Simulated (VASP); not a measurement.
Runs of VASP 6.6.1 on HfN. The structure is that of space group Fm-3m (No. 225), or close to it. The cells are those of the table. 

```tsv
level	cell	gap on the mesh (eV)	pressure (GPa)
r2SCAN+D3(BJ)	a = 3.151 Å, angles 60.0°, 2 atoms	none	8.8
r2SCAN+D3(BJ)	a = 3.173 Å, angles 60.0°, 2 atoms	none	(a)
RPBE	a = 3.277 Å, angles 60.0°, 2 atoms	none	(b)
RPBE	a = 3.235 Å, angles 60.0°, 2 atoms	none	-2.3
PBE+D3(BJ)	a = 3.236 Å, angles 60.0°, 2 atoms	none	-12.2
```

Alike in all rows: task single point; potentials or basis VASP PAW PBE potentials, release 64 (Hf_pv, N); no spin polarisation; k mesh 10 × 10 × 10; cutoff (eV) 520; smearing gaussian 0.05 eV.

**Question.** Estimate the missing entries.

**Answer.** (a) 2.2; (b) -11.2.

Caveats: spin-orbit coupling is left out, which moves the levels of the heavy elements; the PAW data sets were made with another functional, which shifts forces and pressure a little (at least some runs); three body term missing (at least some runs); the cell stands under tension (at least some runs); the cell stands under pressure (at least some runs).

A k mesh can miss the band edges, and the runs leave out spin-orbit coupling on Hf.

A gap of «none» marks levels without a gap at the run's occupations.
